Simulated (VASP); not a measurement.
Here is a VASP 6.6.1 calculation.

Contents of INCAR:

```
SYSTEM = BN
ALGO = Normal
EDIFF = 1E-6
ENCUT = 520
GGA = PE
ISIF = 2
ISMEAR = 0
LASPH = .True.
LCHARG = .False.
LREAL = .False.
LWAVE = .False.
NBANDS = 16
NELM = 100
PREC = Accurate
SIGMA = 0.05
```

Contents of KPOINTS:

```
k-points
0
Gamma
  12 12 4
  0 0 0
```

File POSCAR:

```
BN
1.0
    2.5039917043      0.0000000000      0.0000000000
   -1.2519958522      2.1685204268      0.0000000000
    0.0000000000      0.0000000000      6.6612000000
B N
2 2
Direct
    0.2734289815      0.6666666667      0.2500000000
    0.6666666667      0.3333333333      0.7500000000
    0.3333333333      0.6666666667      0.7500000000
    0.6666666667      0.3333333333      0.2500000000
```

Potentials or basis: VASP PAW PBE potentials, release 64 (B, N).

Command:

```sh
$ cat potpaw_PBE.64/B/POTCAR potpaw_PBE.64/N/POTCAR > POTCAR
$ mpirun -np 1 vasp_std > vasp.out
```

(1) What does it give for the pressure?

(2) Estimate the largest force.

(3) What does it give for the band gap on the k mesh?

## Answers

(1) 7.7 GPa.

(2) 6.493 eV/Å.

(3) 3.47 eV (least direct gap 4.15 eV).

Caveat: the cell differs from its parent crystal (atom 1 (B) moved by (-0.150, +0.000) A along x and y); the stress differs along the axes, from 3 to 12 GPa; this functional lacks dispersion, which binds layers or chains, so the pressure and a relaxed spacing across them are unreliable; forces of over 1 eV/Å act on the atoms, so gaps and moduli don't describe the material at rest.
